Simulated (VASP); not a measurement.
Set up this calculation in VASP 6.6.1, as the native input.

- Task: relaxation of cell and atoms
- Functional: PBE
- Potentials or basis: VASP PAW PBE potentials, release 64 (Zn, Cd, Se)
- Cutoff: 600 eV
- k mesh: 8 × 8 × 4
- Occupations: gaussian, width 0.1 eV
- Spin: no spin polarisation
- Dipole correction: no
- Further INCAR settings: ALGO = Normal; EDIFF = 1e-07; IBRION = 2; EDIFFG = -0.01; NSW = 100; ISIF = 3

The structure of Zn2Cd3Se lies in POSCAR:

```
Zn2Cd3Se
1.0
    4.1101603972      0.0000000000      0.0000000000
    0.0000000000      4.1101603972      0.0000000000
    0.0000000000      0.0000000000      7.7018298484
Zn Cd Se
2 3 1
Direct
    0.5000000000      0.0000000000      0.7210686525
    0.0000000000      0.5000000000      0.2789313475
    0.5000000000      0.0000000000      0.3669379177
    0.0000000000      0.5000000000      0.6330620823
    0.0000000000      0.0000000000      0.0000000000
    0.5000000000      0.5000000000      0.0000000000
```

The cell was generated, and may not be a known phase.

The input as run:

INCAR

```
PREC = Accurate
ENCUT = 600
EDIFF = 1E-7
ISMEAR = 0
SIGMA = 0.1
LREAL = F
LASPH = T
NELM = 80
ALGO = Normal
ISIF = 3
LWAVE = F
LCHARG = F
GGA = PE
IBRION = 2
NSW = 100
EDIFFG = -0.01
```

KPOINTS

```
regular mesh
0
Gamma
  8 8 4
```

Potentials or basis: VASP PAW PBE potentials, release 64 (Zn, Cd, Se).

Run with:

```console
$ cat potpaw_PBE.64/Zn/POTCAR potpaw_PBE.64/Cd/POTCAR potpaw_PBE.64/Se/POTCAR > POTCAR
$ mpirun -np 1 vasp_std > vasp.out
```

It gave:

* Relaxed volume: 22.11 Å³/atom
* Relaxed cell: a = 4.038 Å, b = 4.038 Å, c = 8.135 Å, α = 90.00°, β = 90.00°, γ = 90.00°
* Space group after relaxing (to 0.1 Å): P-4m2 (No. 115)
* Energy gained by relaxing: 4.9 meV/atom
* Ionic steps: 12
* Pressure after relaxing: 0.0 GPa
* Largest force after relaxing: 0.010 eV/Å
* Band gap on the k mesh: zero (bands 33 and 34 overlap by 2.80 eV)

Run time: 36 min on 1 thread of Intel(R) Xeon(R) Platinum 8488C (Sapphire Rapids) (shared host), peak memory 0.47 GiB.
